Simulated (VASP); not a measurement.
Crystal: SrCl2.

```xyz
3
Lattice="2.0857 1.2042 6.1350 -2.0857 1.2042 6.1350 0.0000 -2.4084 6.1350" Properties=species:S:1:pos:R:3 pbc="T T T"
Sr    0.0000    0.0000    0.0037
Cl    0.0000    0.0000    7.7812
Cl    0.0000    0.0000    4.4852
```

Program: VASP 6.6.1. Alike in all runs: task single point; no spin polarisation; cell as given; k mesh 4 × 4 × 4; cutoff (eV) 520; smearing gaussian 0.01 eV.

Problem. Order these runs on this cell by their band gap on the k mesh, lowest first.
A. level r2SCAN; potentials or basis VASP PAW PBE potentials, release 64 (Sr_sv, Cl)
B. level LDA; potentials or basis VASP PAW LDA potentials, release 64 (Sr_sv, Cl)
C. level PBE; potentials or basis VASP PAW PBE potentials, release 64 (Sr_sv, Cl)

Solution. B (3.93 eV), C (4.35 eV), A (4.88 eV).

Caveats: all runs use coarse meshes.

A k mesh can miss the band edges.
